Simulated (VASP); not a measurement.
# Si16Au (a cell with a defect) in VASP: further runs

Runs on Si16Au (a cell with a defect). Level: PBE. Tasks: single point.

All numbers are computed with VASP 6.6.1; they aren't measurements. Logs are shortened: lines on timing, memory, paths and dates and some standing lists are left out, and cuts for length are marked.

## 1. The cell of the first run

The cell holds a defect, 17 atoms: a = 7.679 Å, b = 7.679 Å, c = 7.679 Å, α = 60.00°, β = 60.00°, γ = 60.00°.

## 2. Single point, PBE, collinear spin, zero start

INCAR reads:

```
SYSTEM = Si16Au
  ALGO = Normal
  EDIFF = 1E-7
  ENCUT = 520
  GGA = PE
  ISIF = 2
  ISMEAR = -1
  ISPIN = 2
  LASPH = .True.
  LCHARG = .False.
  LMAXMIX = 4
  LORBIT = 11
  LREAL = Auto
  LWAVE = .False.
  MAGMOM = 0 0 0 0 0 0 0 0 0 0 0 0 0 0 0 0 0
  NBANDS = 56
  NELM = 150
  PREC = Accurate
  SIGMA = 0.05
```

KPOINTS reads:

```
k-points
0
Gamma
  2 2 2
  0 0 0
```

POSCAR reads:

```
Si16Au
1.0
    0.0000000000      5.4300000000      5.4300000000
    5.4300000000      0.0000000000      5.4300000000
    5.4300000000      5.4300000000      0.0000000000
Si Au
16 1
Direct
    0.0011581031     -0.0214732044      0.0019999079
    0.1461588398      0.0627755985      0.1455271639
    0.0013487109     -0.0214658379      0.5183039595
    0.1108962247      0.1276273481      0.6308273481
    0.0238336096      0.4330277164      0.0216056169
    0.1154738490      0.6073751381      0.1160587477
   -0.0311255064      0.4987846225      0.5164943831
    0.1159516575      0.6073581031      0.6611448435
    0.5193902394     -0.0242383057      0.0022837937
    0.6297994475      0.1250058932      0.1136955801
    0.4841774401      0.0422816759      0.4867407919
    0.6299965009      0.1250239411      0.6312222836
    0.5167262431      0.4960980663     -0.0297767035
    0.6627490792      0.6046726519      0.1159617864
    0.5172613260      0.4961151013      0.5163338858
    0.6081643646      0.6715818600      0.6100825967
    0.3170082873      0.5487828729      0.3171031308
```

Potentials or basis: VASP PAW PBE potentials, release 64 (Si, Au).

Started as:

```console
> cat potpaw_PBE.64/Si/POTCAR potpaw_PBE.64/Au/POTCAR > POTCAR
> mpirun -np 1 vasp_std > vasp.out
```

OUTCAR:

```text
SYSTEM = Si16Au
   EDIFF = 1E-7
   ENCUT = 520
   GGA = PE
   ISIF = 2
   ISMEAR = -1
   ISPIN = 2
   LASPH = .True.
   LORBIT = 11
   LREAL = Auto
   NELM = 150
   PREC = Accurate

 ion  position               nearest neighbor table
   1  0.001  0.979  0.002-   6 2.33  10 2.33   4 2.33   2 2.35
   2  0.146  0.063  0.146-   5 2.32   1 2.35   3 2.35   9 2.35  17 3.22
   3  0.001  0.979  0.518-   8 2.33  12 2.33   4 2.33   2 2.35
   4  0.111  0.128  0.631-   7 2.33   3 2.33   1 2.33  11 2.35
   5  0.024  0.433  0.022-   6 2.29   8 2.29  14 2.29   2 2.32
   6  0.115  0.607  0.116-   5 2.29   1 2.33  17 2.45   7 2.52  13 2.52
   7  0.969  0.499  0.516-  16 2.29   4 2.33  17 2.45   8 2.52   6 2.52
   8  0.116  0.607  0.661-   5 2.29   3 2.33  17 2.45   7 2.52  15 2.52
   9  0.519  0.976  0.002-  14 2.33  12 2.33  10 2.33   2 2.35
  10  0.630  0.125  0.114-  13 2.33   9 2.33   1 2.33  11 2.36
  11  0.484  0.042  0.487-  16 2.32   4 2.35  12 2.36  10 2.36  17 3.18
  12  0.630  0.125  0.631-  15 2.33   9 2.33   3 2.33  11 2.36
  13  0.517  0.496  0.970-  16 2.29  10 2.33  17 2.45  14 2.52   6 2.52
  14  0.663  0.605  0.116-   5 2.29   9 2.33  17 2.45  13 2.52  15 2.52
  15  0.517  0.496  0.516-  16 2.29  12 2.33  17 2.45  14 2.52   8 2.52
  16  0.608  0.672  0.610-  15 2.29  13 2.29   7 2.29  11 2.32
  17  0.317  0.549  0.317-   6 2.45   8 2.45  15 2.45  13 2.45   7 2.45  14 2.45  11 3.18   2 3.22

  LATTYP: Found a face centered cubic cell.
 ALAT       =    10.8600000000

  Lattice vectors:

 A1 = (   0.0000000000,   5.4300000000,   5.4300000000)
 A2 = (   5.4300000000,   0.0000000000,   5.4300000000)
 A3 = (   5.4300000000,   5.4300000000,   0.0000000000)

Analysis of symmetry for initial positions (statically):
=====================================================================
 Subroutine PRICEL returns:
 Original cell was already a primitive cell.

 Routine SETGRP: Setting up the symmetry group for a
 face centered cubic supercell.

 Subroutine GETGRP returns: Found  1 space group operations
 (whereof  1 operations were pure point group operations)
 out of a pool of 48 trial point group operations.

The static configuration has the point symmetry C_1 .

Analysis of symmetry for dynamics (positions and initial velocities):
=====================================================================
 Subroutine PRICEL returns:
 Original cell was already a primitive cell.

 Routine SETGRP: Setting up the symmetry group for a
 face centered cubic supercell.

 Subroutine GETGRP returns: Found  1 space group operations
 (whereof  1 operations were pure point group operations)
 out of a pool of 48 trial point group operations.

The dynamic configuration has the point symmetry C_1 .

Analysis of structural, dynamic, and magnetic symmetry:
=====================================================================
 Subroutine PRICEL returns:
 Original cell was already a primitive cell.

 Routine SETGRP: Setting up the symmetry group for a
 face centered cubic supercell.

 Subroutine GETGRP returns: Found  1 space group operations
 (whereof  1 operations were pure point group operations)
 out of a pool of 48 trial point group operations.

The overall configuration has the point symmetry C_1 .

 Subroutine INISYM returns: Found  1 space group operations
 (whereof  1 operations are pure point group operations),
 and found     1 'primitive' translations

----------------------------------------------------------------------------------------

                                     Primitive cell

  volume of cell :     320.2060

  direct lattice vectors                    reciprocal lattice vectors
     0.000000000  5.430000000  5.430000000    -0.092081031  0.092081031  0.092081031
     5.430000000  0.000000000  5.430000000     0.092081031 -0.092081031  0.092081031
     5.430000000  5.430000000  0.000000000     0.092081031  0.092081031 -0.092081031

  length of vectors
     7.679179644  7.679179644  7.679179644     0.159489025  0.159489025  0.159489025

  position of ions in fractional coordinates (direct lattice)
     0.001158103  0.978526796  0.001999908
     0.146158840  0.062775598  0.145527164
     0.001348711  0.978534162  0.518303960
     0.110896225  0.127627348  0.630827348
     0.023833610  0.433027716  0.021605617
     0.115473849  0.607375138  0.116058748
[... 9 lines left out ...]
     0.608164365  0.671581860  0.610082597
     0.317008287  0.548782873  0.317103131

[... 64 lines left out ...]
 SYSTEM =  Si16Au
   PREC   = accura    normal or accurate (medium, high low for compatibility)
   ISTART =      0    job   : 0-new  1-cont  2-samecut
   ICHARG =      2    charge: 1-file 2-atom 10-const
   ISPIN  =      2    spin polarized calculation?
   LNONCOLLINEAR =      F non collinear calculations
   LSORBIT =      F    spin-orbit coupling
   LASPH  =      T    aspherical Exc in radial PAW
   ENCUT  =  520.0 eV  38.22 Ry    6.18 a.u.  14.28 14.28 14.28*2*pi/ulx,y,z
   NELM   =    150;   NELMIN=  2; NELMDL= -5     # of ELM steps
   EDIFF  = 0.1E-06   stopping-criterion for ELM
   LREAL  =      T    real-space projection
   EDIFFG = 0.1E-05   stopping-criterion for IOM
   NSW    =      0    number of steps for IOM
   IBRION =     -1    ionic relax: 0-MD 1-quasi-New 2-CG
   NFREE  =      0    steps in history (QN), initial steepest desc. (CG)
   ISIF   =      2    stress and relaxation
   ISYM   =      2    0-nonsym 1-usesym 2-fastsym
   POTIM  = 0.5000    time-step for ionic-motion
   TEBEG  =    0.0;   TEEND  =   0.0 temperature during run
   PSTRESS=    0.0 pullay stress
   NELECT =      75.0000    total number of electrons
   NUPDOWN=      -1.0000    fix difference up-down
   EMIN   =  10.00;   EMAX   =-10.00  energy-range for DOS
   EFERMI =   0.00;   METHOD = LEGACY
   ISMEAR =    -1;   SIGMA  =   0.05  broadening in eV -4-tet -1-fermi 0-gaus
   EFERMI_NEDOS =   21; number of points for ismear=-14 and -15
   IALGO  =     38    algorithm
   IMIX   =      4    mixing-type and parameters
     AMIX     =   0.40;   BMIX     =  1.00
     AMIX_MAG =   1.60;   BMIX_MAG =  1.00
  volume/ion in A,a.u.               =      18.84       127.11
  Fermi-wavevector in a.u.,A,eV,Ry     =   1.009142  1.907001 13.855720  1.018367
  Thomas-Fermi vector in A             =   2.142052
   LORBIT       =     11    0 simple, 1 ext, 2 COOP (PROOUT), +10 PAW based schemes
   GGA     = PE    functional components
   LHFCALC =     F    Hartree Fock is set to
   AEXX    =    0.0000 exact exchange contribution
   IVDW    =     0    specifies the selected vdW correction
   LEPSILON=     F    determine dielectric tensor
   LRPA    =     F    only Hartree local field effects (RPA)
 spin polarized calculation
  energy-cutoff  :      520.00
  volume of cell :      320.21
 maximum number of plane-waves:      8646
 NGX is ok and might be reduce to    60
   NGX = 29   NGY = 29   NGZ = 29

 number of electron      75.0000001 magnetization       0.0000003

 number of electron      75.0000001 magnetization      -0.0000006

 Free energy of the ion-electron system (eV)
  ---------------------------------------------------
  ext. energy  EPLUGINS =         0.00000000
  ---------------------------------------------------
  free energy    TOTEN  =       -86.03964021 eV

  energy without entropy =      -86.00903364  energy(sigma->0) =      -86.02433693

 E-fermi :   7.1660     XC(G=0):  -9.8084

 val. band max:        7.1541245172   @ k =   0.0000   0.0000   0.0000
 cond. band min:       7.1676234830   @ k =   0.0000   0.0000   0.0000
 fundamental gap:      0.0134989658
 Fermi energy:         7.1659853568

 spin component 1

 k-point     1 :       0.0000    0.0000    0.0000
  band No.  band energies     occupation
      1      -5.8021      1.00000
      2      -3.5140      1.00000
      3      -3.3542      1.00000
      4      -3.1857      1.00000
      5      -3.1835      1.00000
      6      -2.1922      1.00000
[... 405 lines left out ...]
     48      10.5984      0.00000
     49      10.6081      0.00000
 Fermi energy:         7.1659853568

 spin component 2

 k-point     1 :       0.0000    0.0000    0.0000
  band No.  band energies     occupation
      1      -5.8021      1.00000
      2      -3.5140      1.00000
      3      -3.3542      1.00000
      4      -3.1857      1.00000
      5      -3.1835      1.00000
      6      -2.1922      1.00000
[... 405 lines left out ...]
     48      10.5984      0.00000
     49      10.6081      0.00000
 [bands above 49 left out]

------------------------ aborting loop because EDIFF is reached ----------------------------------------

  FORCE on cell =-STRESS in cart. coord.  units (eV):
  Direction    XX          YY          ZZ          XY          YZ          ZX
  --------------------------------------------------------------------------------------
  -------------------------------------------------------------------------------------
  Total       12.9401624     12.9451014     13.1094204      0.6371840      0.6257989     -0.6196966
  in kB       64.7471749     64.7718876     65.5940713      3.1882032      3.1312368     -3.1007031
  external PRESSURE =      65.0377113 kB  Pullay stress =       0.0000000 kB

 VOLUME and BASIS-vectors are now :
 -----------------------------------------------------------------------------
  energy-cutoff  :      520.00
  volume of cell :      320.21
      direct lattice vectors                 reciprocal lattice vectors
     0.000000000  5.430000000  5.430000000    -0.092081031  0.092081031  0.092081031
     5.430000000  0.000000000  5.430000000     0.092081031 -0.092081031  0.092081031
     5.430000000  5.430000000  0.000000000     0.092081031  0.092081031 -0.092081031

 POSITION                                       TOTAL-FORCE (eV/Angst)
 -----------------------------------------------------------------------------------
      5.32426      0.01715      5.31969        -0.013309      0.004956     -0.009543
      1.13108      1.58386      1.13451        -0.008862      0.008590     -0.006764
      8.12783      2.82171      5.32076        -0.006583      0.013751     -0.011263
      4.11841      4.02756      1.29518        -0.006894      0.006246      0.012005
      2.46866      0.24673      2.48076         0.007464     -0.008473     -0.004855
      3.92825      1.25722      3.92507         0.010664      0.008333      0.003474
[... 9 lines left out ...]
      6.95944      6.61508      6.94902         0.003281     -0.002020      0.007124
      4.70176      3.44323      4.70125         0.003180     -0.003835      0.015431
 -----------------------------------------------------------------------------------
    total drift:                                0.002150     -0.002953      0.001008

  FREE ENERGIE OF THE ION-ELECTRON SYSTEM (eV)
  ---------------------------------------------------
  free  energy   TOTEN  =       -86.0396402139 eV

  energy  without entropy=      -86.0090336405  energy(sigma->0) =      -86.02433693

 total charge

# of ion       s       p       d       tot
------------------------------------------
    1        0.745   0.956   0.000   1.700
    2        0.747   0.947   0.000   1.694
    3        0.745   0.956   0.000   1.700
    4        0.745   0.955   0.000   1.700
    5        0.755   0.959   0.000   1.714
    6        0.743   0.934   0.000   1.676
[... 9 lines left out ...]
   16        0.755   0.958   0.000   1.714
   17        0.759   0.573   8.719  10.051
--------------------------------------------------
tot         12.687  15.716   8.719  37.121

 magnetization (x)

# of ion       s       p       d       tot
------------------------------------------
    1       -0.000  -0.000   0.000  -0.000
    2        0.000   0.000   0.000   0.000
    3       -0.000   0.000   0.000   0.000
    4       -0.000  -0.000   0.000  -0.000
    5       -0.000  -0.000   0.000  -0.000
    6        0.000   0.000   0.000   0.000
[... 9 lines left out ...]
   16       -0.000  -0.000   0.000  -0.000
   17       -0.000  -0.000   0.000  -0.000
--------------------------------------------------
tot         -0.000  -0.000   0.000  -0.000
```

It took 4.6 min on 1 thread of Intel Xeon 6975P-C (Granite Rapids), shared host; peak memory 0.72 GiB.

Results:

```yaml
Free_energy: -86.0396 eV
Pressure: 6.5 GPa
Largest_force: 0.024 eV/Å
Net_moment: 0.00 μB per cell
Valence_electrons_inside_the_program's_atomic_spheres: Si 1.70, 1.69, 1.71, 1.68 (each value once); Au 10.05
```

Forces on the atoms (eV/Å):
```
Si  -0.013  0.005 -0.010
Si  -0.009  0.009 -0.007
Si  -0.007  0.014 -0.011
Si  -0.007  0.006  0.012
Si   0.007 -0.008 -0.005
Si   0.011  0.008  0.003
Si  -0.011  0.008  0.007
Si  -0.009 -0.011  0.005
Si   0.000  0.000 -0.008
Si   0.020  0.006  0.006
Si  -0.007  0.006  0.008
Si  -0.005 -0.020  0.005
Si   0.020  0.012 -0.006
Si   0.013 -0.011 -0.016
Si  -0.011 -0.018 -0.007
Si   0.003 -0.002  0.007
Au   0.003 -0.004  0.015
```

Levels at points of the mesh, in eV from the Fermi level:
Spin up:
```
           k point  band 35  band 36  band 37  band 38  band 39  band 40
(0.00, 0.00, 0.00)    -1.31    -0.59    -0.51    -0.43    -0.42    -0.01
(0.50, 0.00, 0.00)    -1.43    -1.42    -0.92     0.20     0.51     0.55
(0.00, 0.50, 0.00)    -1.49    -0.79    -0.76    -0.08     0.18     0.94
(0.00, 0.00, 0.50)    -1.43    -1.40    -0.92     0.20     0.51     0.55
(0.50, 0.50, 0.50)    -1.43    -1.40    -0.91     0.20     0.51     0.55
(0.50, 0.50, 0.00)    -1.96    -1.85    -1.31     0.22     0.36     1.20
(0.00, 0.50, 0.50)    -1.96    -1.85    -1.31     0.22     0.35     1.20
(0.50, 0.00, 0.50)    -1.96    -1.85    -1.31     0.22     0.35     1.20
```
Spin down:
```tsv
k point	band 34	band 35	band 36	band 37	band 38	band 39	band 40	band 41
(0.00, 0.00, 0.00)	-1.61	-1.31	-0.59	-0.51	-0.43	-0.42	-0.01	0.00
(0.50, 0.00, 0.00)	-1.68	-1.43	-1.42	-0.92	0.20	0.51	0.55	0.67
(0.00, 0.50, 0.00)	-1.49	-1.49	-0.79	-0.76	-0.08	0.18	0.94	1.03
(0.00, 0.00, 0.50)	-1.68	-1.43	-1.40	-0.92	0.20	0.51	0.55	0.66
(0.50, 0.50, 0.50)	-1.69	-1.43	-1.40	-0.91	0.20	0.51	0.55	0.66
(0.50, 0.50, 0.00)	-2.08	-1.96	-1.85	-1.31	0.22	0.36	1.20	1.43
(0.00, 0.50, 0.50)	-2.08	-1.96	-1.85	-1.31	0.22	0.35	1.20	1.43
(0.50, 0.00, 0.50)	-2.08	-1.96	-1.85	-1.31	0.22	0.35	1.20	1.43
```

Caveat: the k points lie up to 0.50 Å⁻¹ apart; no moment was typed at the start, so none could form; spin-orbit coupling is left out, which moves the levels of the heavy elements.

## 3. Single point, PBE, collinear spin

INCAR reads:

```
SYSTEM = Si16Au
PREC     = Accurate       ! precision mode
ENCUT    = 520            ! plane-wave cutoff, eV
EDIFF    = 1E-7           ! SCF threshold, eV
ISMEAR   = -1             ! smearing method
SIGMA    = 0.05           ! smearing width, eV
LREAL    = Auto         
LASPH    = .TRUE.         ! aspherical terms in the spheres
NELM     = 150            ! most SCF steps
ALGO     = Normal         ! electronic algorithm
ISIF     = 2              ! what is computed and relaxed
LWAVE    = .FALSE.        ! write WAVECAR
LCHARG   = .TRUE.         ! write CHGCAR
ISPIN    = 2              ! spin polarisation
MAGMOM   = 0 0 0 0 0 0 0 0 0 0 0 0 0 0 0 0 1 ! initial moments
LORBIT   = 11             ! projections on sites
LMAXMIX  = 4              ! l up to which the mixer works
GGA      = PE             ! functional
LELF     = .TRUE.         ! ELF
LVHAR    = .TRUE.       
NBANDS   = 56             ! bands
```

KPOINTS reads:

```
Automatic mesh
0
G
  2 2 2
  0 0 0
```

POSCAR reads:

```
Si16Au
1.0
    0.0000000000      5.4300000000      5.4300000000
    5.4300000000      0.0000000000      5.4300000000
    5.4300000000      5.4300000000      0.0000000000
Si Au
16 1
Direct
    0.0088877610     -0.0372057054      0.0184889682
    0.1544687632      0.1084524918      0.1276428004
    0.0114547221     -0.0054525502      0.4987106950
    0.1228374354      0.1057234987      0.6474436094
    0.0088604516      0.5090204856      0.0183715598
    0.1020014012      0.6023045965      0.1924986197
   -0.0215094979      0.4787385504      0.5630740117
    0.1229589317      0.6231619884      0.6472220732
    0.5150536730      0.0152797158     -0.0461608794
    0.6081198579      0.1084397267      0.1280541065
    0.4941817649     -0.0055606787      0.4991020634
    0.6384869226      0.1387495736      0.5833468728
    0.4625026854      0.5092834037      0.0185194256
    0.6083186611      0.6547156333      0.1276507167
    0.4943294562      0.5116998114      0.4986994378
    0.6054675855      0.6230960779      0.6474509423
    0.8084315251      0.3087028806      0.0732169769
```

Potentials or basis: VASP PAW PBE potentials, release 64 (Si, Au).

Started as:

```console
> cat potpaw_PBE.64/Si/POTCAR potpaw_PBE.64/Au/POTCAR > POTCAR
> mpirun -np 1 vasp_std > vasp.out
```

Run time: 5.5 min. Hardware: 1 thread of Intel Xeon 6975P-C (Granite Rapids), shared host; peak memory 0.73 GiB.

The run converged. Its results:

| Property | Result |
| --- | --- |
| Free energy | -86.0404 eV |
| Pressure | 6.5 GPa |
| Largest force | 0.015 eV/Å |
| Net moment | 0.00 μB per cell |
| Valence electrons inside the program's atomic spheres | Si 1.68, 1.70, 1.71, 1.69 (each value once); Au 10.05 |

Forces in eV/Å, atoms in the order of the input:
```
Si   0.010 -0.008  0.003
Si   0.007 -0.006 -0.005
Si  -0.004  0.007 -0.002
Si   0.003 -0.001  0.004
Si  -0.007 -0.006 -0.004
Si   0.000  0.001 -0.007
Si   0.004  0.002  0.001
Si  -0.001 -0.003 -0.004
Si   0.000 -0.003  0.000
Si   0.007  0.005  0.012
Si  -0.005 -0.004 -0.006
Si   0.000  0.003  0.004
Si  -0.011  0.010  0.003
Si  -0.005  0.006 -0.005
Si   0.008 -0.003 -0.001
Si  -0.001  0.004  0.004
Au  -0.004 -0.003  0.002
```

Stress tensor (GPa, compression positive):
```
 6.52 -0.31  0.32
-0.31  6.52  0.32
 0.32  0.32  6.51
```

Levels at points of the mesh, in eV from the Fermi level:
Spin up:
```
           k point  band 33  band 34  band 35  band 36  band 37  band 38  band 39  band 40  band 41  band 42
(0.00, 0.00, 0.00)    -1.61    -1.61    -1.31    -0.59    -0.51    -0.43    -0.42    -0.01     0.00     0.54
(0.50, 0.00, 0.00)    -2.41    -1.68    -1.43    -1.41    -0.92     0.20     0.51     0.55     0.67     0.83
(0.00, 0.50, 0.00)    -2.41    -1.68    -1.43    -1.41    -0.92     0.20     0.51     0.55     0.66     0.83
(0.00, 0.00, 0.50)    -2.65    -1.49    -1.49    -0.78    -0.77    -0.08     0.18     0.94     1.04     1.05
(0.50, 0.50, 0.50)    -2.41    -1.69    -1.43    -1.41    -0.92     0.20     0.51     0.55     0.67     0.83
(0.50, 0.50, 0.00)    -2.26    -2.09    -1.96    -1.85    -1.31     0.22     0.35     1.20     1.43     1.72
(0.00, 0.50, 0.50)    -2.26    -2.09    -1.96    -1.85    -1.31     0.22     0.35     1.20     1.43     1.72
(0.50, 0.00, 0.50)    -2.26    -2.09    -1.96    -1.85    -1.31     0.22     0.35     1.20     1.43     1.72
```
Spin down:
| k point | band 35 | band 36 | band 37 | band 38 | band 39 | band 40 |
| --- | --- | --- | --- | --- | --- | --- |
| (0.00, 0.00, 0.00) | -1.31 | -0.59 | -0.51 | -0.43 | -0.42 | -0.01 |
| (0.50, 0.00, 0.00) | -1.43 | -1.41 | -0.92 | 0.20 | 0.51 | 0.55 |
| (0.00, 0.50, 0.00) | -1.43 | -1.41 | -0.92 | 0.20 | 0.51 | 0.55 |
| (0.00, 0.00, 0.50) | -1.49 | -0.78 | -0.77 | -0.08 | 0.18 | 0.94 |
| (0.50, 0.50, 0.50) | -1.43 | -1.41 | -0.92 | 0.20 | 0.51 | 0.55 |
| (0.50, 0.50, 0.00) | -1.96 | -1.85 | -1.31 | 0.22 | 0.35 | 1.20 |
| (0.00, 0.50, 0.50) | -1.96 | -1.85 | -1.31 | 0.22 | 0.35 | 1.20 |
| (0.50, 0.00, 0.50) | -1.96 | -1.85 | -1.31 | 0.22 | 0.35 | 1.20 |

Caveat: the k points lie up to 0.50 Å⁻¹ apart; spin-orbit coupling is left out, which moves the levels of the heavy elements.
